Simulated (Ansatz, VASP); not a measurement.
**One calculation of Zn2SnN, two programs**

```xyz
4
Lattice="3.1716 0.0000 0.0000 -1.5858 2.7467 0.0000 0.0000 0.0000 7.2949" Properties=species:S:1:pos:R:3 pbc="T T T"
Zn    0.0000    1.8311    4.8342
Zn    0.0000    1.8311    2.4607
Sn    0.0000    0.0000    0.0000
N     1.5858    0.9156    3.6474
```

Alike in both runs: functional PBE; k mesh 18 × 18 × 6; occupations gaussian, width 0.1 eV; no spin polarisation.

Ansatz relaxed the structure, and its values are those at the end. VASP's run is a single point on that final structure, the one shown.

```csv
,VASP,Ansatz
version,VASP 6.6.1,Ansatz 0.2.0
potentials or method,"VASP PAW PBE potentials, release 64 (Zn, Sn_d, N), cutoff 520 eV","scalar-relativistic, plane waves, PAW"
valence electrons in the cell,43,43
```

Ansatz gave:

```
gap on the k mesh at the Fermi level (eV) : none
pressure (GPa)                            : 0.0
rms of the force components (eV/Å)        : 0.000
```

Question: Which values does VASP return?

Answer: gap on the k mesh at the Fermi level (eV): none; pressure (GPa): 0.3; rms of the force components (eV/Å): 0.019.

A gap of «none» marks a metal or a gap that the smearing closes.
